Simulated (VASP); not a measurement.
# SnH (Pm-3m) in VASP: further runs

Runs on SnH. Level: PBE. Tasks: single point, relaxation of cell and atoms.

Program: VASP 6.6.1. These are calculated values, not measurements. Logs are shortened: lines on timing, memory, paths and dates and some standing lists are left out, and cuts for length are marked.

## 1. The cell of the first run

The structure is cubic, space group Pm-3m (No. 221). Conventional cell: a = 3.132 Å, b = 3.132 Å, c = 3.132 Å, α = 90.00°, β = 90.00°, γ = 90.00°. Within 3.6 Å of Sn (site symmetry m-3m) lie 8 H at 2.71 Å and 6 Sn at 3.13 Å. Within 3.6 Å of H (site symmetry m-3m) lie 8 Sn at 2.71 Å and 6 H at 3.13 Å.

The cell was generated, and may not be a known phase.

## 2. Single point, PBE

Contents of INCAR:

```
SYSTEM = SnH
PREC = Accurate ; ENCUT = 520
EDIFF = 1E-6 ; ISMEAR = 0
SIGMA = 0.1 ; LREAL = .False.
LASPH = .True. ; NELM = 100
ALGO = Normal ; ISIF = 2
LWAVE = .False. ; LCHARG = .False.
GGA = PE ; NBANDS = 14
```

Contents of KPOINTS:

```
regular mesh
0
Gamma
  18 18 18
  0 0 0
```

Contents of POSCAR:

```
SnH
1.0
    3.1322179304      0.0000000000      0.0000000000
    0.0000000000      3.1322179304      0.0000000000
    0.0000000000      0.0000000000      3.1322179304
Sn H
1 1
Direct
    0.0000000000      0.0000000000      0.0000000000
    0.5000000000      0.5000000000      0.5000000000
```

Potentials or basis: VASP PAW PBE potentials, release 64 (Sn_d, H).

Run with:

```bash
> cat potpaw_PBE.64/Sn_d/POTCAR potpaw_PBE.64/H/POTCAR > POTCAR
> mpirun -np 1 vasp_std > vasp.out
```

OUTCAR:

```text
SYSTEM = SnH
   PREC = Accurate
   ENCUT = 520
   EDIFF = 1E-6
   ISMEAR = 0
   LREAL = .False.
   LASPH = .True.
   NELM = 100
   ISIF = 2
   GGA = PE

 ion  position               nearest neighbor table
   1  0.000  0.000  0.000-
   2  0.500  0.500  0.500-

  LATTYP: Found a simple cubic cell.
 ALAT       =     3.1322179304

  Lattice vectors:

 A1 = (   3.1322179304,   0.0000000000,   0.0000000000)
 A2 = (   0.0000000000,   3.1322179304,   0.0000000000)
 A3 = (   0.0000000000,   0.0000000000,   3.1322179304)

Analysis of symmetry for initial positions (statically):
=====================================================================
 Subroutine PRICEL returns:
 Original cell was already a primitive cell.

 Routine SETGRP: Setting up the symmetry group for a
 simple cubic supercell.

 Subroutine GETGRP returns: Found 48 space group operations
 (whereof 48 operations were pure point group operations)
 out of a pool of 48 trial point group operations.

The static configuration has the point symmetry O_h .

Analysis of symmetry for dynamics (positions and initial velocities):
=====================================================================
 Subroutine PRICEL returns:
 Original cell was already a primitive cell.

 Routine SETGRP: Setting up the symmetry group for a
 simple cubic supercell.

 Subroutine GETGRP returns: Found 48 space group operations
 (whereof 48 operations were pure point group operations)
 out of a pool of 48 trial point group operations.

The dynamic configuration has the point symmetry O_h .

 Subroutine INISYM returns: Found 48 space group operations
 (whereof 48 operations are pure point group operations),
 and found     1 'primitive' translations

----------------------------------------------------------------------------------------

                                     Primitive cell

  volume of cell :      30.7295

  direct lattice vectors                    reciprocal lattice vectors
     3.132217930  0.000000000  0.000000000     0.319262587  0.000000000  0.000000000
     0.000000000  3.132217930  0.000000000     0.000000000  0.319262587  0.000000000
     0.000000000  0.000000000  3.132217930     0.000000000  0.000000000  0.319262587

  length of vectors
     3.132217930  3.132217930  3.132217930     0.319262587  0.319262587  0.319262587

  position of ions in fractional coordinates (direct lattice)
     0.000000000  0.000000000  0.000000000
     0.500000000  0.500000000  0.500000000

  ion indices of the primitive-cell ions
   primitive index   ion index
                 1           1
                 2           2

----------------------------------------------------------------------------------------

 KPOINTS: regular mesh

Automatic generation of k-mesh.
 Grid dimensions read from file:
 generate k-points for:   18   18   18

 Generating k-lattice:

  Cartesian coordinates                     Fractional coordinates (reciprocal lattice)
     0.017736810  0.000000000  0.000000000     0.055555556  0.000000000  0.000000000
     0.000000000  0.017736810  0.000000000     0.000000000  0.055555556  0.000000000
     0.000000000  0.000000000  0.017736810     0.000000000  0.000000000  0.055555556

  Length of vectors
     0.017736810  0.017736810  0.017736810

  Shift w.r.t. Gamma in fractional coordinates (k-lattice)
     0.000000000  0.000000000  0.000000000

 Subroutine IBZKPT returns following result:
 ===========================================

 Found    220 irreducible k-points:

 Following reciprocal coordinates:
            Coordinates               Weight
  0.000000  0.000000  0.000000      1.000000
  0.055556  0.000000  0.000000      6.000000
  0.111111  0.000000  0.000000      6.000000
  0.166667  0.000000  0.000000      6.000000
  0.222222  0.000000  0.000000      6.000000
  0.277778  0.000000  0.000000      6.000000
[... 16 lines left out ...]
  0.277778  0.111111  0.000000     24.000000
  0.333333  0.111111  0.000000     24.000000
 [... further k-points ...]
   k-points           NKPTS =    220   k-points in BZ     NKDIM =    220   number of bands    NBANDS=     14
   number of dos      NEDOS =    301   number of ions     NIONS =      2
   total plane-waves  NPLWV =  13824
   dimension x,y,z NGX =    24 NGY =   24 NGZ =   24
   dimension x,y,z NGXF=    48 NGYF=   48 NGZF=   48
   ions per type =               1   1
   NGX,Y,Z   is equivalent  to a cutoff of  12.74, 12.74, 12.74 a.u.
   NGXF,Y,Z  is equivalent  to a cutoff of  25.48, 25.48, 25.48 a.u.
 SYSTEM =  SnH
   PREC   = accura    normal or accurate (medium, high low for compatibility)
   ISTART =      0    job   : 0-new  1-cont  2-samecut
   ICHARG =      2    charge: 1-file 2-atom 10-const
   ISPIN  =      1    spin polarized calculation?
   LNONCOLLINEAR =      F non collinear calculations
   LSORBIT =      F    spin-orbit coupling
   LASPH  =      T    aspherical Exc in radial PAW
   ENCUT  =  520.0 eV  38.22 Ry    6.18 a.u.   5.82  5.82  5.82*2*pi/ulx,y,z
   NELM   =    100;   NELMIN=  2; NELMDL= -5     # of ELM steps
   EDIFF  = 0.1E-05   stopping-criterion for ELM
   LREAL  =      F    real-space projection
   EDIFFG = 0.1E-04   stopping-criterion for IOM
   NSW    =      0    number of steps for IOM
   IBRION =     -1    ionic relax: 0-MD 1-quasi-New 2-CG
   NFREE  =      0    steps in history (QN), initial steepest desc. (CG)
   ISIF   =      2    stress and relaxation
   ISYM   =      2    0-nonsym 1-usesym 2-fastsym
   POTIM  = 0.5000    time-step for ionic-motion
   TEBEG  =    0.0;   TEEND  =   0.0 temperature during run
   PSTRESS=    0.0 pullay stress
   NELECT =      15.0000    total number of electrons
   NUPDOWN=      -1.0000    fix difference up-down
   EMIN   =  10.00;   EMAX   =-10.00  energy-range for DOS
   EFERMI =   0.00;   METHOD = LEGACY
   ISMEAR =     0;   SIGMA  =   0.10  broadening in eV -4-tet -1-fermi 0-gaus
   EFERMI_NEDOS =   21; number of points for ismear=-14 and -15
   IALGO  =     38    algorithm
   IMIX   =      4    mixing-type and parameters
     AMIX     =   0.40;   BMIX     =  1.00
     AMIX_MAG =   1.60;   BMIX_MAG =  1.00
  volume/ion in A,a.u.               =      15.36       103.69
  Fermi-wavevector in a.u.,A,eV,Ry     =   1.289001  2.435859 22.606403  1.661524
  Thomas-Fermi vector in A             =   2.420921
   LORBIT       =      0    0 simple, 1 ext, 2 COOP (PROOUT), +10 PAW based schemes
   GGA     = PE    functional components
   LHFCALC =     F    Hartree Fock is set to
   AEXX    =    0.0000 exact exchange contribution
   IVDW    =     0    specifies the selected vdW correction
   LEPSILON=     F    determine dielectric tensor
   LRPA    =     F    only Hartree local field effects (RPA)
 non-spin polarized calculation
 Gauss-broadening in eV      SIGMA  =   0.10
  energy-cutoff  :      520.00
  volume of cell :       30.73
 maximum number of plane-waves:       849
 NGX is ok and might be reduce to    24
   NGX = 11   NGY = 11   NGZ = 11

 number of electron      14.9999985 magnetization

 Free energy of the ion-electron system (eV)
  ---------------------------------------------------
  ext. energy  EPLUGINS =         0.00000000
  ---------------------------------------------------
  free energy    TOTEN  =        -5.95271960 eV

  energy without entropy =       -5.94867149  energy(sigma->0) =       -5.95069555

 E-fermi :   7.1028     XC(G=0): -10.3714

 val. band max:        7.0852029033   @ k =   0.4444   0.4444   0.3889
 cond. band min:       7.1039169479   @ k =   0.5000   0.3333   0.0000
 fundamental gap:      0.0187140446
 Fermi energy:         7.1028469384

 k-point     1 :       0.0000    0.0000    0.0000
  band No.  band energies     occupation
      1     -14.6414      2.00000
      2     -14.6414      2.00000
      3     -14.3134      2.00000
      4     -14.3134      2.00000
      5     -14.3134      2.00000
      6      -4.1982      2.00000
      7       8.3995      0.00000
      8      11.5714      0.00000
      9      11.5714      0.00000
     10      11.5714      0.00000
     11      15.1119      0.00000
     12      15.1119      0.00000
     13      26.4203      0.00000
     14      26.4203      0.00000

 k-point     2 :       0.0556    0.0000    0.0000
  band No.  band energies     occupation
      1     -14.6409      2.00000
      2     -14.6337      2.00000
      3     -14.3159      2.00000
      4     -14.3159      2.00000
      5     -14.3132      2.00000
      6      -4.1496      2.00000
      7       8.1796      0.00000
      8      11.3113      0.00000
      9      11.6229      0.00000
     10      11.6229      0.00000
     11      15.1485      0.00000
     12      15.6649      0.00000
     13      25.9264      0.00000
     14      26.1284      0.00000

 k-point     3 :       0.1111    0.0000    0.0000
  band No.  band energies     occupation
      1     -14.6396      2.00000
      2     -14.6115      2.00000
      3     -14.3232      2.00000
      4     -14.3232      2.00000
      5     -14.3126      2.00000
      6      -4.0034      2.00000
      7       7.5187      0.00000
      8      10.9388      0.00000
      9      11.7760      0.00000
     10      11.7760      0.00000
     11      15.2585      0.00000
     12      16.9077      0.00000
     13      24.8874      0.00000
     14      25.0602      0.00000

 k-point     4 :       0.1667    0.0000    0.0000
  band No.  band energies     occupation
      1     -14.6376      2.00000
      2     -14.5774      2.00000
      3     -14.3343      2.00000
      4     -14.3343      2.00000
      5     -14.3117      2.00000
      6      -3.7596      2.00000
      7       6.5247      2.00000
      8      10.7581      0.00000
      9      12.0259      0.00000
     10      12.0259      0.00000
     11      15.4423      0.00000
     12      18.3862      0.00000
     13      23.7784      0.00000
     14      23.8317      0.00000

 k-point     5 :       0.2222    0.0000    0.0000
  band No.  band energies     occupation
      1     -14.6351      2.00000
      2     -14.5355      2.00000
      3     -14.3480      2.00000
      4     -14.3480      2.00000
      5     -14.3105      2.00000
      6      -3.4182      2.00000
      7       5.3796      2.00000
      8      10.7329      0.00000
      9      12.3640      0.00000
     10      12.3640      0.00000
     11      15.7005      0.00000
[... 276 lines left out ...]
 k-point    22 :       0.2222    0.1111    0.0000
  band No.  band energies     occupation
      1     -14.6143      2.00000
      2     -14.5240      2.00000
      3     -14.3595      2.00000
      4     -14.3470      2.00000
      5     -14.3202      2.00000
      6      -3.2236      2.00000
      7       5.4913      2.00000
      8       9.2768      0.00000
      9      12.3955      0.00000
     10      12.5693      0.00000
     11      17.0104      0.00000
     12      19.6569      0.00000
     13      20.7457      0.00000
     14      22.7537      0.00000

 k-point    23 :       0.2778    0.1111    0.0000
  band No.  band energies     occupation
      1     -14.6112      2.00000
      2     -14.4796      2.00000
      3     -14.3747      2.00000
      4     -14.3614      2.00000
      5     -14.3189      2.00000
      6      -2.7860      2.00000
      7       4.3661      2.00000
      8       9.4674      0.00000
      9      12.5007      0.00000
     10      12.9809      0.00000
     11      17.1430      0.00000
     12      19.2678      0.00000
     13      21.2037      0.00000
     14      21.6123      0.00000

 k-point    24 :       0.3333    0.1111    0.0000
  band No.  band energies     occupation
      1     -14.6085      2.00000
      2     -14.4376      2.00000
      3     -14.3889      2.00000
      4     -14.3749      2.00000
      5     -14.3177      2.00000
      6      -2.2559      2.00000
      7       3.2471      2.00000
      8       9.7613      0.00000
      9      12.5429      0.00000
     10      13.4397      0.00000
     11      17.1273      0.00000
     12      18.9749      0.00000
     13      20.5807      0.00000
     14      20.7268      0.00000

 [... further k-points ...]

------------------------ aborting loop because EDIFF is reached ----------------------------------------

  FORCE on cell =-STRESS in cart. coord.  units (eV):
  Direction    XX          YY          ZZ          XY          YZ          ZX
  --------------------------------------------------------------------------------------
  -------------------------------------------------------------------------------------
  Total       -0.0187648     -0.0187648     -0.0187648     -0.0000000     -0.0000000      0.0000000
  in kB       -0.9783619     -0.9783619     -0.9783619     -0.0000000     -0.0000000      0.0000000
  external PRESSURE =      -0.9783619 kB  Pullay stress =       0.0000000 kB

 VOLUME and BASIS-vectors are now :
 -----------------------------------------------------------------------------
  energy-cutoff  :      520.00
  volume of cell :       30.73
      direct lattice vectors                 reciprocal lattice vectors
     3.132217930  0.000000000  0.000000000     0.319262587  0.000000000  0.000000000
     0.000000000  3.132217930  0.000000000     0.000000000  0.319262587  0.000000000
     0.000000000  0.000000000  3.132217930     0.000000000  0.000000000  0.319262587

 POSITION                                       TOTAL-FORCE (eV/Angst)
 -----------------------------------------------------------------------------------
      0.00000      0.00000      0.00000         0.000000      0.000000      0.000000
      1.56611      1.56611      1.56611         0.000000      0.000000      0.000000
 -----------------------------------------------------------------------------------
    total drift:                                0.000000      0.000000      0.000000

  FREE ENERGIE OF THE ION-ELECTRON SYSTEM (eV)
  ---------------------------------------------------
  free  energy   TOTEN  =        -5.9527196027 eV

  energy  without entropy=       -5.9486714875  energy(sigma->0) =       -5.95069555
```

It took 20 s on 1 thread of Intel Xeon 6975P-C (Granite Rapids), shared host; peak memory 0.21 GiB.

Results:

| Item | Value |
| --- | --- |
| Free energy | -5.9527 eV |
| Pressure | -0.1 GPa |
| Band gap on the k mesh | zero (an odd number of electrons rules out a gap without spin polarisation) |

Caveat: spin-orbit coupling is left out, which moves the levels of the heavy elements.

## 3. Single point, PBE

Contents of INCAR:

```
PREC = Accurate
ENCUT = 520
EDIFF = 1E-6
ISMEAR = 0
SIGMA = 0.1
LREAL = F
LASPH = T
NELM = 60
ALGO = Normal
ISIF = 2
LWAVE = F
LCHARG = F
GGA = PE
NBANDS = 14
```

Contents of KPOINTS:

```
Automatic mesh
0
Gamma
  18 18 18
```

POSCAR is that of step 2.

Potentials or basis: VASP PAW PBE potentials, release 64 (Sn_d, H).

Run with:

```bash
> cat potpaw_PBE.64/Sn_d/POTCAR potpaw_PBE.64/H/POTCAR > POTCAR
> mpirun -np 1 vasp_std > vasp.out
```

It took 20 s on 1 thread of Intel Xeon 6975P-C (Granite Rapids), shared host; peak memory 0.21 GiB.

Results (log left out):

| Quantity | Value |
| --- | --- |
| Free energy | -5.9527 eV |
| Pressure | -0.1 GPa |
| Band gap on the k mesh | zero (an odd number of electrons rules out a gap without spin polarisation) |

Levels at points of the mesh, in eV from the Fermi level:
| k point | band 5 | band 6 | band 7 | band 8 | band 9 | band 10 |
| --- | --- | --- | --- | --- | --- | --- |
| (0.00, 0.00, 0.00) | -21.42 | -11.30 | 1.30 | 4.47 | 4.47 | 4.47 |
| (0.50, 0.00, 0.00) | -21.41 | -7.91 | -6.50 | 3.97 | 7.10 | 7.10 |
| (0.50, 0.50, 0.00) | -21.32 | -4.87 | -2.83 | -2.49 | -2.49 | 9.67 |
| (0.50, 0.50, 0.50) | -21.32 | -1.55 | -1.51 | -0.11 | -0.11 | -0.11 |

Caveat: spin-orbit coupling is left out, which moves the levels of the heavy elements.

## 4. Relaxation of cell and atoms, PBE

This run uses another cell than the first one, of 15.54 Å³/atom.

Contents of INCAR:

```
SYSTEM = SnH
PREC = Accurate
ENCUT = 600
EDIFF = 1E-6
ISMEAR = 0
SIGMA = 0.1
LREAL = .False.
LASPH = .True.
NELM = 80
ALGO = Normal
ISIF = 3
LWAVE = .False.
LCHARG = .False.
GGA = PE
IBRION = 2
NSW = 100
EDIFFG = -0.01
```

Contents of KPOINTS:

```
Automatic mesh
0
Gamma
  18 18 18
  0 0 0
```

Contents of POSCAR:

```
SnH
1.0
    3.1444032814      0.0000000000      0.0000000000
    0.0000000000      3.1444032814      0.0000000000
    0.0000000000      0.0000000000      3.1444032814
Sn H
1 1
Direct
    0.0000000000      0.0000000000      0.0000000000
    0.5000000000      0.5000000000      0.5000000000
```

Run with:

```bash
> cat potpaw_PBE.64/Sn_d/POTCAR potpaw_PBE.64/H/POTCAR > POTCAR
> mpirun -np 1 vasp_std > vasp.out
```

Wall time 58 s (1 thread of Intel Xeon 6975P-C (Granite Rapids), shared host); peak memory 0.24 GiB.

Results (log left out):

- Free energy: -5.9530 eV
- Relaxed volume: 15.35 Å³/atom
- Relaxed cell: a = 3.131 Å, b = 3.131 Å, c = 3.131 Å, α = 90.00°, β = 90.00°, γ = 90.00°
- Space group after relaxing (to 0.1 Å): Pm-3m (No. 221)
- Energy gained by relaxing: 0.4 meV/atom
- Ionic steps: 3
- Pressure after relaxing: 0.1 GPa
- Band gap on the k mesh: zero (an odd number of electrons rules out a gap without spin polarisation)

The path:
| step | energy change (eV) | largest force (eV/Å) | pressure (GPa) | volume (Å³) |
| --- | --- | --- | --- | --- |
| 1 | 0.0000 | 0.0000 | -0.63 | 31.09 |
| 2 | -0.0007 | 0.0000 | -0.19 | 30.82 |
| 3 | -0.0008 | 0.0000 | 0.06 | 30.71 |

Final structure:
```xyz
2
Lattice="3.1314 0.0000 0.0000 0.0000 3.1314 0.0000 0.0000 0.0000 3.1314" Properties=species:S:1:pos:R:3 pbc="T T T"
Sn    0.0000    0.0000    0.0000
H     1.5657    1.5657    1.5657
```

Levels at points of the mesh, in eV from the Fermi level:
```tsv
k point	band 4	band 5	band 6	band 7	band 8	band 9	band 10	band 11
(0.00, 0.00, 0.00)	-21.42	-21.42	-11.31	1.30	4.47	4.47	4.47	8.01
(0.50, 0.00, 0.00)	-21.49	-21.41	-7.91	-6.50	3.98	7.10	7.10	10.85
(0.50, 0.50, 0.00)	-21.49	-21.32	-4.87	-2.83	-2.49	-2.49	9.67	11.40
(0.50, 0.50, 0.50)	-21.32	-21.32	-1.56	-1.50	-0.11	-0.11	-0.11	4.73
```

Caveat: spin-orbit coupling is left out, which moves the levels of the heavy elements.
